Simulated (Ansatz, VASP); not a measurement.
**I in VASP and in Ansatz**

Contents of POSCAR:

```
I
1.0
   -1.6174560000      1.6174560000      4.2648080000
    1.6174560000     -1.6174560000      4.2648080000
    1.6174560000      1.6174560000     -4.2648080000
I
1
Direct
    0.0000000000      0.0000000000      0.0000000000
```

The input INCAR.step1:

```
SYSTEM = I
ALGO     = Normal         ! electronic algorithm
EDIFF    = 1E-4           ! SCF threshold, eV
ENCUT    = 600            ! plane-wave cutoff, eV
GGA      = PE             ! functional
ISMEAR   = -1             ! smearing method
LASPH    = .TRUE.         ! aspherical terms in the spheres
LCHARG   = .FALSE.        ! write CHGCAR
LREAL    = .FALSE.        ! projectors in reciprocal space
LWAVE    = .TRUE.         ! write WAVECAR
NELM     = 80             ! most SCF steps
PREC     = Accurate       ! precision mode
SIGMA    = 0.05           ! smearing width, eV
```

INCAR.step2

```
SYSTEM = I
ALGO     = Normal         ! electronic algorithm
EDIFF    = 1E-7           ! SCF threshold, eV
EDIFFG   = -0.01          ! ionic threshold
ENCUT    = 600            ! plane-wave cutoff, eV
IBRION   = 2              ! ionic algorithm
ISIF     = 3              ! what is computed and relaxed
ISMEAR   = -1             ! smearing method
ISTART   = 1            
LASPH    = .TRUE.         ! aspherical terms in the spheres
LCHARG   = .FALSE.        ! write CHGCAR
LMIXTAU  = .TRUE.       
LREAL    = .FALSE.        ! projectors in reciprocal space
LWAVE    = .FALSE.        ! write WAVECAR
METAGGA  = R2SCAN         ! meta-GGA
NELM     = 80             ! most SCF steps
NSW      = 60             ! ionic steps
PREC     = Accurate       ! precision mode
SIGMA    = 0.05           ! smearing width, eV
```

The input KPOINTS:

```
k-points
0
G
  11 11 11
  0 0 0
```

File input.yaml:

```yaml
crystal:
  lattice:
    - [-1.617456, 1.617456, 4.264808]
    - [1.617456, -1.617456, 4.264808]
    - [1.617456, 1.617456, -4.264808]
  atoms:
    - { symbol: I, position: [0.0, 0.0, 0.0] }
hamiltonian:
  xc: r2scan
  pseudopotentials: { kind: paw }
kpoints:
  mp_grid: { grid: [11, 11, 11] }
scf:
  occupations: { method: fermi_dirac, width: 0.05 }
output:
  forces: true
  stress: true
  eigenvalues: true
  write_density: true
  write_potential: true
  elf: true
  volumetric_format: npy
relax:
  f_tol: 0.01
  max_steps: 40
  cell: { stress_tol: 0.05 }
```

Alike in both runs: task relaxation of cell and atoms; functional r2SCAN; k mesh 11 × 11 × 11; occupations fermi-dirac, width 0.05 eV; no spin polarisation.

```csv
,VASP,Ansatz
version,VASP 6.6.1,Ansatz 0.2.0
potentials or method,"VASP PAW PBE potentials, release 64 (I)",Ansatz PAW
plane-wave cutoff (eV),600,500
valence electrons in the cell,7,17
```

VASP gave:

* gap on the k mesh at the Fermi level, each at its own relaxed structure (eV): none
* relaxed volume (Å³/atom): 40.50
* relaxed length of the cell vector where the two differ most in proportion (Å): 4.505

**Question.** Which values does Ansatz return?

**Answer.** gap on the k mesh at the Fermi level, each at its own relaxed structure (eV): none; relaxed volume (Å³/atom): 40.65; relaxed length of the cell vector where the two differ most in proportion (Å): 4.516.

VASP's potentials were made for PBE, not for r2SCAN. A gap of «none» marks a metal or a gap that the smearing closes. VASP's potentials hold 7 valence electrons a cell and Ansatz's 17, so a difference there can come from the potentials and not from the codes.

Neither program's run includes spin-orbit coupling. Noted on Ansatz's run: the plane-wave basis is chosen anew once the cell has moved, so the energies of steps on either side of that aren't comparable.
